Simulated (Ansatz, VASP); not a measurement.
## NiO in VASP and in Ansatz

```xyz
2
Lattice="0.0000 2.0447 2.0447 2.0447 0.0000 2.0447 2.0447 2.0447 0.0000" Properties=species:S:1:pos:R:3 pbc="T T T"
Ni    0.0000    0.0000    0.0000
O     2.0447    2.0447    2.0447
```

Alike in both runs: task single point; functional PBE; k mesh 12 × 12 × 12; occupations gaussian, width 0.02 eV; collinear spin; Hubbard terms Ni d U = 6.2 eV.

```csv
,VASP,Ansatz
version,VASP 6.6.1,Ansatz 0.2.0
potentials or method,"VASP PAW PBE potentials, release 64 (Ni_sv_GW, O), cutoff 600 eV","scalar-relativistic, plane waves, PAW"
valence electrons in the cell,24,24
```

VASP gave:

```
gap on the k mesh at the Fermi level (eV)                     : 2.51
least direct gap on the mesh (eV)                             : 3.43
pressure (GPa)                                                : 25.9
net moment per atom (μB)                                      : 1.00
size of the moment on the site where the two differ most (μB) : 1.78
```

**Question.** Estimate Ansatz's values.

**Answer.** gap on the k mesh at the Fermi level (eV): 2.05; least direct gap on the mesh (eV): 2.96; pressure (GPa): 30.8; net moment per atom (μB): 1.00; size of the moment on the site where the two differ most (μB): 1.71.

Site moments also hang on the region over which each program counts them. The programs project onto different local orbitals, so the same U acts differently, and such runs can settle in different states.
